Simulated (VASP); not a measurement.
# BaTiO3 (P4mm) in VASP: single point with PBE

Aim: the single point of BaTiO3 with PBE.

All numbers are computed with VASP 6.6.1; they aren't measurements. Logs are shortened: lines on timing, memory, paths and dates and some standing lists are left out, and cuts for length are marked.

## (1) The cell of the first run

It takes space group P4mm (No. 99, tetragonal). Conventional cell: a = 3.983 Å, b = 3.983 Å, c = 4.216 Å, α = 90.00°, β = 90.00°, γ = 90.00°. Within 3.7 Å of Ba (site symmetry 4mm) lie 12 O at 2.80 to 3.00 Å and 8 Ti at 3.47 to 3.56 Å. Ti (site symmetry 4mm) has 5 O at 1.81 to 2.00 Å within 2.4 Å. O (site symmetry 4mm) has 1 Ti at 1.81 Å within 2.4 Å. Within 2.7 Å of O (site symmetry 2mm) lie 2 Ti at 2.00 Å.

## (2) Single point, PBE

INCAR reads:

```
PREC = Accurate
ENCUT = 520
EDIFF = 1E-7
ISMEAR = 0
SIGMA = 0.01
LREAL = False
LASPH = True
NELM = 60
ALGO = Normal
ISIF = 2
LWAVE = False
LCHARG = False
GGA = PE
NBANDS = 28
```

KPOINTS reads:

```
regular mesh
0
Gamma
  4 4 4
```

POSCAR reads:

```
BaTiO3
1.0
    3.9825577053      0.0000000000      0.0000000000
    0.0000000000      3.9825577053      0.0000000000
    0.0000000000      0.0000000000      4.2155601633
Ba Ti O
1 1 3
Direct
    0.0000000000      0.0000000000     -0.0119197342
    0.5000000000      0.5000000000      0.4709752394
    0.5000000000      0.5000000000      0.0418273256
    0.5000000000      0.0000000000      0.5210585846
    0.0000000000      0.5000000000      0.5210585846
```

Potentials or basis: VASP PAW PBE potentials, release 64 (Ba_sv, Ti_sv, O).

Started as:

```console
cat potpaw_PBE.64/Ba_sv/POTCAR potpaw_PBE.64/Ti_sv/POTCAR potpaw_PBE.64/O/POTCAR > POTCAR
mpirun -np 1 vasp_std > vasp.out
```

OUTCAR:

```text
PREC = Accurate
   ENCUT = 520
   EDIFF = 1E-7
   ISMEAR = 0
   LREAL = False
   LASPH = True
   NELM = 60
   ISIF = 2
   GGA = PE

 ion  position               nearest neighbor table
   1  0.000  0.000  0.988-   4 2.80   5 2.80   5 2.80   4 2.80   3 2.83   3 2.83   3 2.83   3 2.83
                             4 3.00   5 3.00   5 3.00   4 3.00   2 3.47   2 3.47   2 3.47   2 3.47
   2  0.500  0.500  0.471-   3 1.81   4 2.00   5 2.00   4 2.00   5 2.00   3 2.41   1 3.47   1 3.47
                             1 3.47   1 3.47   1 3.56   1 3.56   1 3.56   1 3.56
   3  0.500  0.500  0.042-   2 1.81   2 2.41   1 2.83   1 2.83   1 2.83   1 2.83
   4  0.500  0.000  0.521-   2 2.00   2 2.00   1 2.80   1 2.80   1 3.00   1 3.00
   5  0.000  0.500  0.521-   2 2.00   2 2.00   1 2.80   1 2.80   1 3.00   1 3.00

  LATTYP: Found a simple tetragonal cell.
 ALAT       =     3.9825577053
 C/A-ratio  =     1.0585057331

  Lattice vectors:

 A1 = (   3.9825577053,   0.0000000000,   0.0000000000)
 A2 = (   0.0000000000,   3.9825577053,   0.0000000000)
 A3 = (   0.0000000000,   0.0000000000,   4.2155601633)

Analysis of symmetry for initial positions (statically):
=====================================================================
 Subroutine PRICEL returns:
 Original cell was already a primitive cell.

 Routine SETGRP: Setting up the symmetry group for a
 simple tetragonal supercell.

 Subroutine GETGRP returns: Found  8 space group operations
 (whereof  8 operations were pure point group operations)
 out of a pool of 16 trial point group operations.

The static configuration has the point symmetry C_4v.

Analysis of symmetry for dynamics (positions and initial velocities):
=====================================================================
 Subroutine PRICEL returns:
 Original cell was already a primitive cell.

 Routine SETGRP: Setting up the symmetry group for a
 simple tetragonal supercell.

 Subroutine GETGRP returns: Found  8 space group operations
 (whereof  8 operations were pure point group operations)
 out of a pool of 16 trial point group operations.

The dynamic configuration has the point symmetry C_4v.

 Subroutine INISYM returns: Found  8 space group operations
 (whereof  8 operations are pure point group operations),
 and found     1 'primitive' translations

----------------------------------------------------------------------------------------

                                     Primitive cell

  volume of cell :      66.8620

  direct lattice vectors                    reciprocal lattice vectors
[... 91 lines left out ...]
   NFREE  =      0    steps in history (QN), initial steepest desc. (CG)
   ISIF   =      2    stress and relaxation
   ISYM   =      2    0-nonsym 1-usesym 2-fastsym
   POTIM  = 0.5000    time-step for ionic-motion
   TEBEG  =    0.0;   TEEND  =   0.0 temperature during run
   PSTRESS=    0.0 pullay stress
   NELECT =      40.0000    total number of electrons
   NUPDOWN=      -1.0000    fix difference up-down
   EMIN   =  10.00;   EMAX   =-10.00  energy-range for DOS
   EFERMI =   0.00;   METHOD = LEGACY
   ISMEAR =     0;   SIGMA  =   0.01  broadening in eV -4-tet -1-fermi 0-gaus
   EFERMI_NEDOS =   21; number of points for ismear=-14 and -15
   IALGO  =     38    algorithm
   IMIX   =      4    mixing-type and parameters
     AMIX     =   0.40;   BMIX     =  1.00
     AMIX_MAG =   1.60;   BMIX_MAG =  1.00
  volume/ion in A,a.u.               =      13.37        90.24
  Fermi-wavevector in a.u.,A,eV,Ry     =   1.379436  2.606757 25.889775  1.902845
  Thomas-Fermi vector in A             =   2.504406
   LORBIT       =      0    0 simple, 1 ext, 2 COOP (PROOUT), +10 PAW based schemes
   GGA     = PE    functional components
   LHFCALC =     F    Hartree Fock is set to
   AEXX    =    0.0000 exact exchange contribution
   IVDW    =     0    specifies the selected vdW correction
   LEPSILON=     F    determine dielectric tensor
   LRPA    =     F    only Hartree local field effects (RPA)
 non-spin polarized calculation
 Gauss-broadening in eV      SIGMA  =   0.01
  energy-cutoff  :      520.00
  volume of cell :       66.86
 maximum number of plane-waves:      1828
 NGX is ok and might be reduce to    30
   NGX = 15   NGY = 15   NGZ = 15

 number of electron      39.9999984 magnetization

 Free energy of the ion-electron system (eV)
  ---------------------------------------------------
  ext. energy  EPLUGINS =         0.00000000
  ---------------------------------------------------
  free energy    TOTEN  =       -40.03859014 eV

  energy without entropy =      -40.03859014  energy(sigma->0) =      -40.03859014

 E-fermi :   3.8105     XC(G=0): -11.0115

 val. band max:        3.7433724549   @ k =   0.5000   0.5000   0.5000
 cond. band min:       5.5339939346   @ k =   0.0000   0.0000   0.0000
 fundamental gap:      1.7906214797
 Fermi energy:         3.8105409502

 k-point     1 :       0.0000    0.0000    0.0000
  band No.  band energies     occupation
      1     -52.9098      2.00000
      2     -29.2501      2.00000
      3     -29.1074      2.00000
      4     -29.1074      2.00000
      5     -21.4667      2.00000
      6     -13.2798      2.00000
[... 547 lines left out ...]
     27      11.1610      0.00000
     28      11.3209      0.00000

------------------------ aborting loop because EDIFF is reached ----------------------------------------

  FORCE on cell =-STRESS in cart. coord.  units (eV):
  Direction    XX          YY          ZZ          XY          YZ          ZX
  --------------------------------------------------------------------------------------
  -------------------------------------------------------------------------------------
  Total        0.6362692      0.6362692      0.6630910      0.0000000      0.0000000      0.0000000
  in kB       15.2465664     15.2465664     15.8892815      0.0000000      0.0000000      0.0000000
  external PRESSURE =      15.4608048 kB  Pullay stress =       0.0000000 kB

 VOLUME and BASIS-vectors are now :
 -----------------------------------------------------------------------------
  energy-cutoff  :      520.00
  volume of cell :       66.86
      direct lattice vectors                 reciprocal lattice vectors
     3.982557705  0.000000000  0.000000000     0.251094918  0.000000000  0.000000000
     0.000000000  3.982557705  0.000000000     0.000000000  0.251094918  0.000000000
     0.000000000  0.000000000  4.215560163     0.000000000  0.000000000  0.237216399

 POSITION                                       TOTAL-FORCE (eV/Angst)
 -----------------------------------------------------------------------------------
      0.00000      0.00000      4.16531        -0.000000     -0.000000      0.051679
      1.99128      1.99128      1.98542         0.000000      0.000000      0.081771
      1.99128      1.99128      0.17633         0.000000      0.000000     -0.079436
      1.99128      0.00000      2.19655        -0.000000     -0.000000     -0.027007
      0.00000      1.99128      2.19655        -0.000000     -0.000000     -0.027007
 -----------------------------------------------------------------------------------
    total drift:                                0.000000      0.000000      0.000118

  FREE ENERGIE OF THE ION-ELECTRON SYSTEM (eV)
  ---------------------------------------------------
  free  energy   TOTEN  =       -40.0385901386 eV

  energy  without entropy=      -40.0385901386  energy(sigma->0) =      -40.03859014
```

stdout:

```text
POSCAR found type information on POSCAR BaTiO
 POSCAR found :  3 types and       5 ions
 scaLAPACK will be used
 LDA part: xc-table for (Slater+PW92), standard interpolation
 POSCAR, INCAR and KPOINTS ok, starting setup
 FFT: planning ... GRIDC
 FFT: planning ... GRID_SOFT
 FFT: planning ... GRID
 WAVECAR not read
 entering main loop
```

Wall time 21 s (1 thread of AMD EPYC 9R45 (Zen 5), shared host); peak memory 0.16 GiB.

What came out:

- Free energy: -40.0386 eV
- Pressure: 1.5 GPa
- Largest force: 0.082 eV/Å
- Band gap on the k mesh: 1.79 eV, indirect (least direct gap 2.37 eV)

Forces on the atoms (eV/Å):
```
Ba   0.000  0.000  0.052
Ti   0.000  0.000  0.082
O    0.000  0.000 -0.079
O    0.000  0.000 -0.027
O    0.000  0.000 -0.027
```

Caveat: spin-orbit coupling is left out, which moves the levels of the heavy elements. A hybrid or GW would open this gap; PBE tends to underestimate it.
